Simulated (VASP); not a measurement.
The system is KCl.

```
CELL_PARAMETERS angstrom
-0.06520 3.07965 3.07965
3.07965 -0.06520 3.07965
3.07965 3.07965 -0.06520
ATOMIC_POSITIONS crystal
K 0.00000 0.00000 0.00000
Cl 0.50000 0.50000 0.50000
```

This cell differs from its parent crystal: strain along [111] -3.1%.

Base run:

```yaml
Program: VASP 6.6.1
Functional: PBE
Potentials_or_basis: VASP PAW PBE potentials, release 64 (K_sv, Cl)
Cutoff: 520 eV
k_mesh: 8 × 8 × 8
Occupations: fermi-dirac, width 0.02 eV
Spin: no spin polarisation
```

Its results: band gap on the k mesh 5.26 eV, direct; pressure 1.5 GPa.

**Question.** The run is repeated on the same cell with these changes: functional from PBE to r2SCAN; occupations from fermi-dirac, width 0.02 eV to gaussian, width 0.01 eV. What comes out?

**Answer.** Band gap on the k mesh 5.90 eV, direct; pressure 0.7 GPa.

Caveats: the PAW data sets were made with another functional, which shifts forces and pressure a little (some runs).

A k mesh can miss the band edges.
